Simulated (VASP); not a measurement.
Runs of VASP 6.6.1 on Sb. The structure is that of space group R-3m (No. 166), or close to it. The cells are those of the table. 

```tsv
task	potentials or basis	cell	cutoff (eV)	gap on the mesh (eV)	pressure (GPa)	largest force (eV/Å)
electric field gradients	VASP PAW PBE potentials, release 64 (Sb)	a = 4.566 Å, angles 57.2°, 2 atoms	520	-	-2.1	0.05
single point	VASP PAW PBE potentials, release 64 (Sb)	a = 4.459, b = 4.506, c = 4.513 Å, angles 57.2, 57.0, 57.3°, 2 atoms	520	-	0.6	0.21
electric field gradients	VASP PAW PBE potentials, release 64 (Sb_d_GW)	a = 4.527, b = 4.479, c = 4.472 Å, angles 57.2, 57.4, 57.1°, 2 atoms	400	none	0.1	0.16
single point	VASP PAW PBE potentials, release 64 (Sb)	a = 4.561, b = 4.466, c = 4.451 Å, angles 57.1, 57.5, 56.9°, 2 atoms	520	none	0.6	0.23
electric field gradients	VASP PAW PBE potentials, release 64 (Sb)	a = 4.455 Å, angles 57.2°, 2 atoms	520	-	(a)	0.34
electric field gradients	VASP PAW PBE potentials, release 64 (Sb)	a = 4.508 Å, angles 57.2°, 2 atoms	520	-	0.0	0.15
```

Alike in all rows: level PBEsol; no spin polarisation; k mesh 9 × 9 × 9; smearing fermi-dirac 0.05 eV.

Question: Estimate the missing entries.

Answer: (a) 2.2.

Caveats: the PAW data sets were made with another functional, which shifts forces and pressure a little; spin-orbit coupling is left out, which moves the levels of the heavy elements.

A k mesh can miss the band edges, and the runs leave out spin-orbit coupling on Sb.

A gap of «none» marks levels without a gap at the run's occupations.

The runs don't all hold the same shells in valence.
